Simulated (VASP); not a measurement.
Ge:

```
Ge
1.0
     3.59519    0.00000    0.00000
    -1.79760    3.11353    0.00000
     0.00000    0.00000    5.99039
Ge
4
Direct
  0.00000 0.00000 0.80256
  0.00000 0.00000 0.19744
  0.33333 0.66667 0.61461
  0.66667 0.33333 0.38539
```

* Program: VASP 6.6.1
* Task: relaxation of cell and atoms
* Functional: PBE
* Potentials or basis: VASP PAW PBE potentials, release 64 (Ge_d)
* Cutoff: 600 eV
* k mesh: 6 × 6 × 4
* Occupations: gaussian, width 0.1 eV
* Spin: no spin polarisation

At the start: pressure 32.6 GPa; volume 16.76 Å³/atom.

Q: Where does the relaxation end?

A: Over 28 steps the energy falls by 501.8 meV/atom and the volume is 22.68 Å³/atom (+35.3 %); space group P-3m1 (No. 164, to 0.05 Å).

Step by step:
| step | energy change (eV) | largest force (eV/Å) | pressure (GPa) | volume (Å³) |
| --- | --- | --- | --- | --- |
| 1 | 0.0000 | 1.8935 | 32.58 | 67.05 |
| 2 | -1.3874 | 0.4328 | -7.27 | 105.87 |
| 3 | -1.8319 | 0.5293 | -0.06 | 88.82 |
| 4 | -1.8319 | 0.5229 | -0.36 | 89.30 |
| 5 | -1.8794 | 0.3809 | -0.51 | 89.14 |
| 6 | -1.9082 | 0.3178 | -0.27 | 88.86 |
| 7 | -1.9257 | 0.1891 | 0.11 | 88.26 |
| 8 | -1.9360 | 0.1994 | 0.71 | 87.43 |
| 9 | -1.9482 | 0.2035 | -0.01 | 88.76 |
| 10 | -1.9521 | 0.3019 | -0.74 | 90.15 |
| 11 | -1.9608 | 0.2518 | -0.46 | 90.19 |
| 12 | -1.9724 | 0.1561 | 0.17 | 90.31 |
| 13 | -1.9899 | 0.1189 | 0.38 | 90.63 |
| 14 | -1.9522 | 0.3747 | 0.96 | 91.52 |
| 15 | -1.9943 | 0.2114 | 0.57 | 90.92 |
| 16 | -1.9949 | 0.1696 | 0.41 | 90.84 |
| 17 | -2.0016 | 0.1128 | -0.19 | 91.62 |
| 18 | -2.0016 | 0.1190 | -0.22 | 91.68 |
| 19 | -2.0040 | 0.0878 | -0.09 | 91.42 |
| 20 | -2.0052 | 0.0840 | 0.00 | 91.21 |
| 21 | -2.0052 | 0.1274 | 0.21 | 90.78 |
| 22 | -2.0056 | 0.0825 | -0.07 | 91.02 |
| 23 | -2.0056 | 0.0834 | -0.02 | 90.94 |
| 24 | -2.0068 | 0.0416 | 0.05 | 90.70 |
| 25 | -2.0070 | 0.0063 | 0.13 | 90.45 |
| 26 | -2.0070 | 0.0147 | 0.29 | 90.54 |
| 27 | -2.0063 | 0.0575 | -0.38 | 91.12 |
| 28 | -2.0072 | 0.0075 | -0.03 | 90.71 |

Final structure:
```
CELL_PARAMETERS angstrom
3.96277 0.00000 0.00000
-1.98138 3.43186 0.00000
0.00000 0.00000 6.67015
ATOMIC_POSITIONS crystal
Ge 0.00000 0.00000 0.81439
Ge 0.00000 0.00000 0.18561
Ge 0.33333 0.66667 0.65942
Ge 0.66667 0.33333 0.34058
```

Caveat: the volume moved by over 15 % at a fixed basis, so the end points are rough.
